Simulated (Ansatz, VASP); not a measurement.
**CdTe, level by level in two programs**

```xyz
2
Lattice="0.0000 3.2050 3.2050 3.2050 0.0000 3.2050 3.2050 3.2050 0.0000" Properties=species:S:1:pos:R:3 pbc="T T T"
Te    4.8075    4.8075    4.8075
Cd    0.0000    0.0000    0.0000
```

Single points on this cell with VASP 6.6.1 and Ansatz 0.2.0. Each row is one pair of runs. Alike in all rows: smearing: fermi-dirac, width 0.05 eV; VASP's potentials, cutoff: VASP PAW PBE potentials, release 64 (Te, Cd), 520 eV.

```tsv
level	spin	k mesh	Ansatz's potentials, cutoff	pressure (GPa), VASP	pressure (GPa), Ansatz
r2SCAN50	off	4 × 4 × 4	Ansatz PAW, 500 eV	1.9	2.4
r2SCAN	non-collinear, zero start, SOC	7 × 7 × 7	Ansatz PAW, 500 eV	3.4	3.2
HF	off	4 × 4 × 4	Ansatz PAW, 420 eV	6.1	8.2
```

Pressure (GPa): the two programs differ by at most 2.05.

VASP's potentials hold 18 valence electrons a cell and Ansatz's 36, so a difference there can come from the potentials and not from the codes.

The k mesh is coarse in some rows, so the values compare programs but aren't converged. Noted on Ansatz's runs: odd divisions of the mesh miss points on the zone boundary, where band edges often lie, so the gap on the mesh can be too wide.
